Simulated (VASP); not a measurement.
Wanted: the native input for a VASP 6.6.1 run.

| Item | Value |
| --- | --- |
| Task | single point |
| Functional | PBEsol |
| Potentials or basis | VASP PAW PBE potentials, release 64 (Y_sv, Se) |
| Cutoff | 520 eV |
| k mesh | 14 × 14 × 14 |
| Occupations | gaussian, width 0.15 eV |
| Spin | no spin polarisation |
| Dipole correction | no |
| Further INCAR settings | ALGO = Normal; EDIFF = 1e-06; NBANDS = 16 |

The structure of YSe lies in POSCAR:

```
YSe
1.0
    0.0000000000      2.8318750000      2.9181250000
    2.8318750000      0.0000000000      2.9181250000
    2.8318750000      2.8318750000      0.0000000000
Y Se
1 1
Direct
    0.0000000000      0.0000000000      0.0000000000
    0.5000000000      0.5000000000      0.5000000000
```

This cell differs from its parent crystal: strain -0.015 along x and y, +0.015 along z.

These files were run (other wordings do the same):

INCAR

```
SYSTEM = YSe
ALGO = Normal
EDIFF = 1E-6
ENCUT = 520
GGA = PS
ISIF = 2
ISMEAR = 0
LASPH = .True.
LCHARG = .False.
LREAL = .False.
LWAVE = .False.
NBANDS = 16
NELM = 60
PREC = Accurate
SIGMA = 0.15
```

KPOINTS

```
k-points
0
Gamma
  14 14 14
  0 0 0
```

Potentials or basis: VASP PAW PBE potentials, release 64 (Y_sv, Se).

Launch:

```bash
$ cat potpaw_PBE.64/Y_sv/POTCAR potpaw_PBE.64/Se/POTCAR > POTCAR
$ mpirun -np 1 vasp_std > vasp.out
```

Results of the run:

The pressure is -1.1 GPa.

Caveat: the cell differs from its parent crystal (strain -0.015 along x and y, +0.015 along z); the PAW data sets were made with another functional, which shifts forces and pressure a little.

Run time: 2.4 min on 1 thread of Intel(R) Xeon(R) Platinum 8488C (Sapphire Rapids) (shared host), peak memory 0.35 GiB.
